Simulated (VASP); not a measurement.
# HfN in VASP: a series of runs

Runs on HfN. Level: PBEsol. Tasks: single point.

Everything below comes from runs of VASP 6.6.1. Logs are shortened: lines on timing, memory, paths and dates and some standing lists are left out, and cuts for length are marked.

### Step 1. The cell of the first run

The cell holds a wire or tube with vacuum around it, 16 atoms: a = 13.500 Å, b = 13.800 Å, c = 4.317 Å, α = 90.00°, β = 90.00°, γ = 90.00°.

### Step 2. Single point, PBEsol

The input, INCAR:

```
PREC = Accurate
ENCUT = 520
EDIFF = 1E-6
ISMEAR = 0
SIGMA = 0.05
LREAL = Auto
LASPH = True
NELM = 100
ALGO = Normal
ISIF = 2
LWAVE = False
LCHARG = False
GGA = PS
NBANDS = 74
```

The input, KPOINTS:

```
regular mesh
0
Gamma
  1 1 12
```

The input, POSCAR:

```
HfN
1.0
   13.5000000000      0.0000000000      0.0000000000
    0.0000000000     13.8000000000      0.0000000000
    0.0000000000      0.0000000000      4.3174690906
Hf N
8 8
Direct
    0.5047750234      0.5047006165      0.0000000000
    0.4992404020      0.3450685929      0.5000000000
    0.4951871666      0.6591110471      0.5000000000
    0.3415326063      0.4991414721      0.5000000000
    0.6626983701      0.4954578211      0.5000000000
    0.3454683802      0.3487274984      0.0000000000
    0.3356506529      0.6505554467      0.0000000000
    0.6540520063      0.3393888829      0.0000000000
    0.3241639860      0.4997691823      0.0000000000
    0.6744682246      0.4864674109      0.0000000000
    0.3334542278      0.3369301599      0.5000000000
    0.3380907782      0.6637829466      0.5000000000
    0.6675718064      0.3417735944      0.5000000000
    0.5042740707      0.5041967512      0.5000000000
    0.4998945172      0.3280159278      0.0000000000
    0.4860154211      0.6706994709      0.0000000000
```

Potentials or basis: VASP PAW PBE potentials, release 64 (Hf_pv, N).

On the command line:

```sh
$ cat potpaw_PBE.64/Hf_pv/POTCAR potpaw_PBE.64/N/POTCAR > POTCAR
$ mpirun -np 1 vasp_std > vasp.out
```

OUTCAR:

```text
PREC = Accurate
   ENCUT = 520
   EDIFF = 1E-6
   ISMEAR = 0
   LREAL = Auto
   LASPH = True
   NELM = 100
   ISIF = 2
   GGA = PS

 ion  position               nearest neighbor table
   1  0.505  0.505  0.000-  14 2.16  14 2.16  10 2.30  16 2.30  15 2.44   9 2.44   3 3.04   3 3.04
                             5 3.04   5 3.04   6 3.04   7 3.04   8 3.04   2 3.09   2 3.09   4 3.09
   2  0.499  0.345  0.500-  15 2.17  15 2.17  14 2.20  11 2.24  13 2.27   6 3.00   6 3.00   8 3.01
                             8 3.01   4 3.01   5 3.03   1 3.09   1 3.09
   3  0.495  0.659  0.500-  12 2.12  14 2.14  16 2.17  16 2.17   4 3.03   1 3.04   1 3.04   7 3.05
                             7 3.05   5 3.20
   4  0.342  0.499  0.500-   9 2.17   9 2.17  14 2.20  11 2.24  12 2.27   6 3.00   6 3.00   7 3.01
                             7 3.01   2 3.01   3 3.03   1 3.09   1 3.09
   5  0.663  0.495  0.500-  13 2.12  14 2.14  10 2.17  10 2.17   2 3.03   1 3.04   1 3.04   8 3.05
                             8 3.05   3 3.20
   6  0.345  0.349  0.000-   9 2.10  15 2.10  11 2.17  11 2.17   4 3.00   4 3.00   2 3.00   2 3.00
                             1 3.04
   7  0.336  0.651  0.000-  16 2.05   9 2.09  12 2.17  12 2.17   4 3.01   4 3.01   1 3.04   3 3.05
                             3 3.05
   8  0.654  0.339  0.000-  10 2.05  15 2.09  13 2.17  13 2.17   2 3.01   2 3.01   1 3.04   5 3.05
                             5 3.05
   9  0.324  0.500  0.000-   7 2.09   6 2.10   4 2.17   4 2.17   1 2.44
  10  0.674  0.486  0.000-   8 2.05   5 2.17   5 2.17   1 2.30
  11  0.333  0.337  0.500-   6 2.17   6 2.17   2 2.24   4 2.24
  12  0.338  0.664  0.500-   3 2.12   7 2.17   7 2.17   4 2.27
  13  0.668  0.342  0.500-   5 2.12   8 2.17   8 2.17   2 2.27
  14  0.504  0.504  0.500-   3 2.14   5 2.14   1 2.16   1 2.16   2 2.20   4 2.20
  15  0.500  0.328  0.000-   8 2.09   6 2.10   2 2.17   2 2.17   1 2.44
  16  0.486  0.671  0.000-   7 2.05   3 2.17   3 2.17   1 2.30

  LATTYP: Found a simple orthorhombic cell.
 ALAT       =     4.3174690906
 B/A-ratio  =     3.1268318815
 C/A-ratio  =     3.1963170345

  Lattice vectors:

 A1 = (   0.0000000000,   0.0000000000,   4.3174690906)
 A2 = (  13.5000000000,   0.0000000000,   0.0000000000)
 A3 = (   0.0000000000,  13.8000000000,   0.0000000000)

Analysis of symmetry for initial positions (statically):
=====================================================================
 Subroutine PRICEL returns:
 Original cell was already a primitive cell.

 Routine SETGRP: Setting up the symmetry group for a
 simple orthorhombic supercell.

 Subroutine GETGRP returns: Found  2 space group operations
 (whereof  2 operations were pure point group operations)
 out of a pool of  8 trial point group operations.

The static configuration has the point symmetry C_1h.

Analysis of symmetry for dynamics (positions and initial velocities):
=====================================================================
 Subroutine PRICEL returns:
 Original cell was already a primitive cell.

 Routine SETGRP: Setting up the symmetry group for a
 simple orthorhombic supercell.

 Subroutine GETGRP returns: Found  2 space group operations
 (whereof  2 operations were pure point group operations)
 out of a pool of  8 trial point group operations.

The dynamic configuration has the point symmetry C_1h.

 Subroutine INISYM returns: Found  2 space group operations
 (whereof  2 operations are pure point group operations),
 and found     1 'primitive' translations

----------------------------------------------------------------------------------------

                                     Primitive cell

  volume of cell :     804.3445

  direct lattice vectors                    reciprocal lattice vectors
    13.500000000  0.000000000  0.000000000     0.074074074  0.000000000  0.000000000
     0.000000000 13.800000000  0.000000000     0.000000000  0.072463768  0.000000000
     0.000000000  0.000000000  4.317469091     0.000000000  0.000000000  0.231617176

  length of vectors
    13.500000000 13.800000000  4.317469091     0.074074074  0.072463768  0.231617176

  position of ions in fractional coordinates (direct lattice)
     0.504775023  0.504700617  0.000000000
     0.499240402  0.345068593  0.500000000
     0.495187167  0.659111047  0.500000000
     0.341532606  0.499141472  0.500000000
     0.662698370  0.495457821  0.500000000
     0.345468380  0.348727498  0.000000000
[... 8 lines left out ...]
     0.499894517  0.328015928  0.000000000
     0.486015421  0.670699471  0.000000000

  ion indices of the primitive-cell ions
   primitive index   ion index
                 1           1
                 2           2
                 3           3
                 4           4
                 5           5
                 6           6
[... 8 lines left out ...]
                15          15
                16          16

----------------------------------------------------------------------------------------

 KPOINTS: regular mesh

Automatic generation of k-mesh.
 Grid dimensions read from file:
 generate k-points for:    1    1   12

 Generating k-lattice:

  Cartesian coordinates                     Fractional coordinates (reciprocal lattice)
     0.074074074  0.000000000  0.000000000     1.000000000  0.000000000  0.000000000
     0.000000000  0.072463768  0.000000000     0.000000000  1.000000000  0.000000000
     0.000000000  0.000000000  0.019301431     0.000000000  0.000000000  0.083333333

  Length of vectors
     0.074074074  0.072463768  0.019301431

  Shift w.r.t. Gamma in fractional coordinates (k-lattice)
     0.000000000  0.000000000  0.000000000

 Subroutine IBZKPT returns following result:
 ===========================================

 Found      7 irreducible k-points:

 Following reciprocal coordinates:
            Coordinates               Weight
  0.000000  0.000000  0.000000      1.000000
  0.000000  0.000000  0.083333      2.000000
  0.000000  0.000000  0.166667      2.000000
  0.000000  0.000000  0.250000      2.000000
  0.000000  0.000000  0.333333      2.000000
  0.000000  0.000000  0.416667      2.000000
  0.000000  0.000000  0.500000      1.000000
   k-points           NKPTS =      7   k-points in BZ     NKDIM =      7   number of bands    NBANDS=     74
   number of dos      NEDOS =    301   number of ions     NIONS =     16
   total plane-waves  NPLWV = 345600
   dimension x,y,z NGX =   100 NGY =  108 NGZ =   32
   dimension x,y,z NGXF=   200 NGYF=  216 NGZF=   64
   ions per type =               8   8
   NGX,Y,Z   is equivalent  to a cutoff of  12.31, 13.01, 12.32 a.u.
   NGXF,Y,Z  is equivalent  to a cutoff of  24.63, 26.02, 24.64 a.u.
 SYSTEM =  unknown system
   PREC   = accura    normal or accurate (medium, high low for compatibility)
   ISTART =      0    job   : 0-new  1-cont  2-samecut
   ICHARG =      2    charge: 1-file 2-atom 10-const
   ISPIN  =      1    spin polarized calculation?
   LNONCOLLINEAR =      F non collinear calculations
   LSORBIT =      F    spin-orbit coupling
   LASPH  =      T    aspherical Exc in radial PAW
   ENCUT  =  520.0 eV  38.22 Ry    6.18 a.u.  25.10 25.66  8.03*2*pi/ulx,y,z
   NELM   =    100;   NELMIN=  2; NELMDL= -5     # of ELM steps
   EDIFF  = 0.1E-05   stopping-criterion for ELM
   LREAL  =      T    real-space projection
   EDIFFG = 0.1E-04   stopping-criterion for IOM
   NSW    =      0    number of steps for IOM
   IBRION =     -1    ionic relax: 0-MD 1-quasi-New 2-CG
   NFREE  =      0    steps in history (QN), initial steepest desc. (CG)
   ISIF   =      2    stress and relaxation
   ISYM   =      2    0-nonsym 1-usesym 2-fastsym
   POTIM  = 0.5000    time-step for ionic-motion
   TEBEG  =    0.0;   TEEND  =   0.0 temperature during run
   PSTRESS=    0.0 pullay stress
   NELECT =     120.0000    total number of electrons
   NUPDOWN=      -1.0000    fix difference up-down
   EMIN   =  10.00;   EMAX   =-10.00  energy-range for DOS
   EFERMI =   0.00;   METHOD = LEGACY
   ISMEAR =     0;   SIGMA  =   0.05  broadening in eV -4-tet -1-fermi 0-gaus
   EFERMI_NEDOS =   21; number of points for ismear=-14 and -15
   IALGO  =     38    algorithm
   IMIX   =      4    mixing-type and parameters
     AMIX     =   0.40;   BMIX     =  1.00
     AMIX_MAG =   1.60;   BMIX_MAG =  1.00
  volume/ion in A,a.u.               =      50.27       339.25
  Fermi-wavevector in a.u.,A,eV,Ry     =   0.868270  1.640791 10.257323  0.753892
  Thomas-Fermi vector in A             =   1.986924
   LORBIT       =      0    0 simple, 1 ext, 2 COOP (PROOUT), +10 PAW based schemes
   GGA     = PS    functional components
   LHFCALC =     F    Hartree Fock is set to
   AEXX    =    0.0000 exact exchange contribution
   IVDW    =     0    specifies the selected vdW correction
   LEPSILON=     F    determine dielectric tensor
   LRPA    =     F    only Hartree local field effects (RPA)
 non-spin polarized calculation
 Gauss-broadening in eV      SIGMA  =   0.05
  energy-cutoff  :      520.00
  volume of cell :      804.34
 maximum number of plane-waves:     21744
   NGX = 51   NGY = 51   NGZ = 17

 number of electron     120.0000013 magnetization

 Free energy of the ion-electron system (eV)
  ---------------------------------------------------
  ext. energy  EPLUGINS =         0.00000000
  ---------------------------------------------------
  free energy    TOTEN  =      -170.13473470 eV

  energy without entropy =     -170.13339591  energy(sigma->0) =     -170.13406531

 E-fermi :  -0.2422     XC(G=0):  -4.3593

 val. band max:       -0.3130964432   @ k =   0.0000   0.0000   0.1667
 cond. band min:      -0.1672744938   @ k =   0.0000   0.0000   0.3333
 fundamental gap:      0.1458219494
 Fermi energy:        -0.2421891173

 k-point     1 :       0.0000    0.0000    0.0000
  band No.  band energies     occupation
      1     -32.1690      2.00000
      2     -32.1508      2.00000
      3     -31.9507      2.00000
      4     -31.8895      2.00000
      5     -31.8580      2.00000
      6     -31.8285      2.00000
[... 64 lines left out ...]
     71       1.4026      0.00000
     72       1.4846      0.00000

 k-point     2 :       0.0000    0.0000    0.0833
  band No.  band energies     occupation
      1     -32.1825      2.00000
      2     -32.1493      2.00000
      3     -31.9579      2.00000
      4     -31.8943      2.00000
      5     -31.8543      2.00000
      6     -31.8539      2.00000
[... 64 lines left out ...]
     71       1.4438      0.00000
     72       1.5404      0.00000

 k-point     3 :       0.0000    0.0000    0.1667
  band No.  band energies     occupation
      1     -32.2176      2.00000
      2     -32.1452      2.00000
      3     -31.9736      2.00000
      4     -31.9149      2.00000
      5     -31.9034      2.00000
      6     -31.8612      2.00000
[... 64 lines left out ...]
     71       1.5339      0.00000
     72       1.6555      0.00000

 k-point     4 :       0.0000    0.0000    0.2500
  band No.  band energies     occupation
      1     -32.2613      2.00000
      2     -32.1398      2.00000
      3     -31.9890      2.00000
      4     -31.9790      2.00000
      5     -31.9386      2.00000
      6     -31.8978      2.00000
[... 64 lines left out ...]
     71       1.6011      0.00000
     72       1.8316      0.00000

 k-point     5 :       0.0000    0.0000    0.3333
  band No.  band energies     occupation
      1     -32.3011      2.00000
      2     -32.1349      2.00000
      3     -32.0305      2.00000
      4     -32.0010      2.00000
      5     -31.9815      2.00000
      6     -31.9418      2.00000
[... 64 lines left out ...]
     71       1.7155      0.00000
     72       1.9403      0.00000

 k-point     6 :       0.0000    0.0000    0.4167
  band No.  band energies     occupation
      1     -32.3281      2.00000
      2     -32.1325      2.00000
      3     -32.0618      2.00000
      4     -32.0152      2.00000
      5     -32.0042      2.00000
      6     -31.9734      2.00000
[... 64 lines left out ...]
     71       1.8624      0.00000
     72       1.9178      0.00000

 k-point     7 :       0.0000    0.0000    0.5000
  band No.  band energies     occupation
      1     -32.3377      2.00000
      2     -32.1322      2.00000
      3     -32.0718      2.00000
      4     -32.0252      2.00000
      5     -32.0059      2.00000
      6     -31.9858      2.00000
[... 64 lines left out ...]
     71       1.9954      0.00000
     72       2.0536      0.00000
 [bands above 72 left out]

------------------------ aborting loop because EDIFF is reached ----------------------------------------

  FORCE on cell =-STRESS in cart. coord.  units (eV):
  Direction    XX          YY          ZZ          XY          YZ          ZX
  --------------------------------------------------------------------------------------
  -------------------------------------------------------------------------------------
  Total       -1.6284221     -1.6009271     -2.3324267     -0.0016389      0.0000000      0.0000000
  in kB       -3.2436612     -3.1888937     -4.6459711     -0.0032646      0.0000000      0.0000000
  external PRESSURE =      -3.6928420 kB  Pullay stress =       0.0000000 kB

 VOLUME and BASIS-vectors are now :
 -----------------------------------------------------------------------------
  energy-cutoff  :      520.00
  volume of cell :      804.34
      direct lattice vectors                 reciprocal lattice vectors
    13.500000000  0.000000000  0.000000000     0.074074074  0.000000000  0.000000000
     0.000000000 13.800000000  0.000000000     0.000000000  0.072463768  0.000000000
     0.000000000  0.000000000  4.317469091     0.000000000  0.000000000  0.231617176

 POSITION                                       TOTAL-FORCE (eV/Angst)
 -----------------------------------------------------------------------------------
      6.81446      6.96487      0.00000        -0.005460     -0.006738      0.000000
      6.73975      4.76195      2.15873        -0.002043      0.056239      0.000000
      6.68503      9.09573      2.15873        -0.086410     -0.074832      0.000000
      4.61069      6.88815      2.15873         0.054563     -0.003616      0.000000
      8.94643      6.83732      2.15873        -0.076626     -0.089019      0.000000
      4.66382      4.81244      0.00000         0.052734      0.052736      0.000000
[... 8 lines left out ...]
      6.74858      4.52662      0.00000         0.005925      0.058646      0.000000
      6.56121      9.25565      0.00000        -0.028876     -0.061405      0.000000
 -----------------------------------------------------------------------------------
    total drift:                               -0.001037      0.002980      0.000001

  FREE ENERGIE OF THE ION-ELECTRON SYSTEM (eV)
  ---------------------------------------------------
  free  energy   TOTEN  =      -170.1347346974 eV

  energy  without entropy=     -170.1333959148  energy(sigma->0) =     -170.13406531
```

It took 11 min on 1 thread of AMD EPYC 9R45 (Zen 5), shared host; peak memory 0.78 GiB.

What came out:

* Free energy: -170.1347 eV
* Largest force: 0.117 eV/Å
* Band gap on the k mesh: zero (bands 60 and 61 overlap by 1.50 eV)

Forces on the atoms (eV/Å):
```
Hf  -0.005 -0.007  0.000
Hf  -0.002  0.056  0.000
Hf  -0.086 -0.075  0.000
Hf   0.055 -0.004  0.000
Hf  -0.077 -0.089  0.000
Hf   0.053  0.053  0.000
Hf   0.073 -0.044  0.000
Hf  -0.046  0.074  0.000
N    0.059  0.006  0.000
N   -0.061 -0.028  0.000
N    0.064  0.064  0.000
N    0.052 -0.066  0.000
N   -0.066  0.053  0.000
N    0.011  0.010  0.000
N    0.006  0.059  0.000
N   -0.029 -0.061  0.000
```

Caveat: the PAW data sets were made with another functional, which shifts forces and pressure a little; spin-orbit coupling is left out, which moves the levels of the heavy elements.

### Step 3. Single point, PBEsol

This run uses another cell than the first one.

The input, INCAR:

```
PREC     = Accurate       # precision mode
ENCUT    = 520            # plane-wave cutoff, eV
EDIFF    = 1E-6           # SCF threshold, eV
ISMEAR   = 0              # smearing method
SIGMA    = 0.05           # smearing width, eV
LREAL    = Auto         
LASPH    = T              # aspherical terms in the spheres
NELM     = 80             # most SCF steps
ALGO     = Normal         # electronic algorithm
ISIF     = 2              # what is computed and relaxed
LWAVE    = F              # write WAVECAR
LCHARG   = F              # write CHGCAR
GGA      = PS             # functional
NBANDS   = 74             # bands
```

KPOINTS is that of step 2.

The input, POSCAR:

```
HfN
1.0
   13.5000000000      0.0000000000      0.0000000000
    0.0000000000     13.8000000000      0.0000000000
    0.0000000000      0.0000000000      4.5017418630
Hf N
8 8
Direct
    0.5000000000      0.5000000000      0.0000000000
    0.5000000000      0.3368934108      0.5000000000
    0.5000000000      0.6631065892      0.5000000000
    0.3332688199      0.5000000000      0.5000000000
    0.6667311801      0.5000000000      0.5000000000
    0.3332688199      0.3368934108      0.0000000000
    0.3332688199      0.6631065892      0.0000000000
    0.6667311801      0.3368934108      0.0000000000
    0.3332688199      0.5000000000      0.0000000000
    0.6667311801      0.5000000000      0.0000000000
    0.3332688199      0.3368934108      0.5000000000
    0.3332688199      0.6631065892      0.5000000000
    0.6667311801      0.3368934108      0.5000000000
    0.5000000000      0.5000000000      0.5000000000
    0.5000000000      0.3368934108      0.0000000000
    0.5000000000      0.6631065892      0.0000000000
```

Potentials or basis: VASP PAW PBE potentials, release 64 (Hf_pv, N).

On the command line:

```sh
$ cat potpaw_PBE.64/Hf_pv/POTCAR potpaw_PBE.64/N/POTCAR > POTCAR
$ mpirun -np 1 vasp_std > vasp.out
```

It took 12 min on 1 thread of AMD EPYC 9R45 (Zen 5), shared host; peak memory 0.85 GiB.

The run converged. Its results:

```yaml
Free_energy: -166.7914 eV
Largest_force: 3.837 eV/Å
Band_gap_on_the_k_mesh: zero (bands 60 and 61 overlap by 0.87 eV)
```

Forces on the atoms (eV/Å):
```
Hf   0.924  0.923  0.000
Hf   0.098  1.647  0.000
Hf  -1.287 -1.814  0.000
Hf   1.631  0.098  0.000
Hf  -1.802 -1.288  0.000
Hf   2.549  2.566  0.000
Hf   2.553 -2.865  0.000
Hf  -2.849  2.559  0.000
N   -1.036 -0.007  0.000
N    0.688 -1.966  0.000
N   -0.352 -0.360  0.000
N    0.584  0.307  0.000
N    0.304  0.583  0.000
N   -0.038 -0.041  0.000
N   -0.007 -1.040  0.000
N   -1.960  0.696  0.000
```

Levels at points of the mesh, in eV from the Fermi level:
```tsv
k point	band 57	band 58	band 59	band 60	band 61	band 62	band 63	band 64
(0.00, 0.00, 0.00)	-1.65	-1.50	-0.97	-0.60	-0.39	-0.36	-0.02	0.23
(0.00, 0.00, 0.50)	-0.51	0.00	0.32	0.40	0.69	0.84	0.89	1.06
```

Caveat: the PAW data sets were made with another functional, which shifts forces and pressure a little; spin-orbit coupling is left out, which moves the levels of the heavy elements.
